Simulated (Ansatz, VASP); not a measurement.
## NaF in VASP and in Ansatz

```
Na F
1.0
     2.85997    0.00000    0.00000
     0.00000    2.85997    0.00000
     0.00000    0.00000    2.85997
Na F
1 1
Direct
  0.00000 0.00000 0.00000
  0.50000 0.50000 0.50000
```

Change from the starting cell: hydrostatic strain +2.4%.

Alike in both runs: task single point; functional r2SCAN; k mesh 10 × 10 × 10; no spin polarisation.

|  | VASP | Ansatz |
| --- | --- | --- |
| version | VASP 6.6.1 | Ansatz 0.2.0 |
| potentials or method | VASP PAW PBE potentials, release 64 (Na_pv, F) | plane waves, PAW |
| plane-wave cutoff (eV) | 520 | 500 |
| occupations | gaussian, width 0.01 eV | fixed |
| valence electrons in the cell | 14 | 16 |

Ansatz gave:

- gap on the k mesh at the Fermi level (eV): 6.60
- pressure (GPa): -3.6

**Question.** Which values does VASP return?

**Answer.** gap on the k mesh at the Fermi level (eV): 6.65; pressure (GPa): -4.3.

VASP's potentials were made for PBE, not for r2SCAN. VASP's potentials hold 14 valence electrons a cell and Ansatz's 16, so a difference there can come from the potentials and not from the codes.
